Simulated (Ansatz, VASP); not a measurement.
This is a calculation of Ta2N for Ansatz 0.2.0.

File input.yaml:

```yaml
crystal:
  lattice:
    - [3.1538249076, 0.0, 0.0]
    - [-1.5769124538, 2.731292489, 0.0]
    - [0.0, 0.0, 4.9339252043]
  atoms:
    - { symbol: Ta, position: [0.3333333333, 0.6666666667, 0.254711] }
    - { symbol: Ta, position: [0.6666666667, 0.3333333333, 0.745289] }
    - { symbol: "N", position: [0.0, 0.0, 0.0] }
kpoints:
  mp_grid: { grid: [10, 10, 6] }
scf:
  occupations: { method: fermi_dirac, width: 0.05 }
hamiltonian:
  xc: pbesol
  pseudopotentials: { kind: all_electron, lapw: { basis_error: 0.002 } }
output:
  forces: true
  stress: true
  eigenvalues: true
```

Potentials or basis: all-electron LAPW, scalar-relativistic.

Command:

```console
$ ansatz run input.yaml --threads 2 --pin off --max-ram 6144MiB --backend cpu --events-out ev --progress --plain --runs-dir out
```

Q: Translate it to VASP 6.6.1. Potentials there: VASP PAW PBE potentials, release 64 (Ta_pv, N).

A: As run (the cutoff follows the program's own potentials):

INCAR

```
PREC = Accurate
ENCUT = 520
EDIFF = 1E-6
ISMEAR = -1
SIGMA = 0.05
LREAL = F
LASPH = T
NELM = 100
ALGO = Normal
ISIF = 2
LWAVE = F
LCHARG = F
GGA = PS
NBANDS = 20
```

KPOINTS

```
regular mesh
0
Gamma
  10 10 6
```

File POSCAR:

```
Ta2N
1.0
    3.1538249076      0.0000000000      0.0000000000
   -1.5769124538      2.7312924890      0.0000000000
    0.0000000000      0.0000000000      4.9339252043
Ta N
2 1
Direct
    0.3333333333      0.6666666667      0.2547110000
    0.6666666667      0.3333333333      0.7452890000
    0.0000000000      0.0000000000      0.0000000000
```

Potentials or basis: VASP PAW PBE potentials, release 64 (Ta_pv, N).

Command:

```sh
$ cat potpaw_PBE.64/Ta_pv/POTCAR potpaw_PBE.64/N/POTCAR > POTCAR
$ mpirun -np 1 vasp_std > vasp.out
```

Both were run:

|  | VASP | Ansatz | Ansatz less VASP |
| --- | --- | --- | --- |
| gap on the k mesh at the Fermi level (eV) | none | none | - |
| pressure (GPa) | -18.2 | -18.4 | -0.25 |
| traceless stress, the component that is largest in VASP (GPa) | 0.26 | 0.29 | +0.030 |
| rms of the force components (eV/Å) | 0.212 | 0.230 | +0.0176 |

VASP's potentials were made for PBE, not for PBEsol. Atom by atom the forces differ by 0.018 eV/Å (rms over components). A gap of «none» marks a metal or a gap that the smearing closes. Ansatz ran all-electron here, and VASP with PAW potentials.

Neither program's run includes spin-orbit coupling.
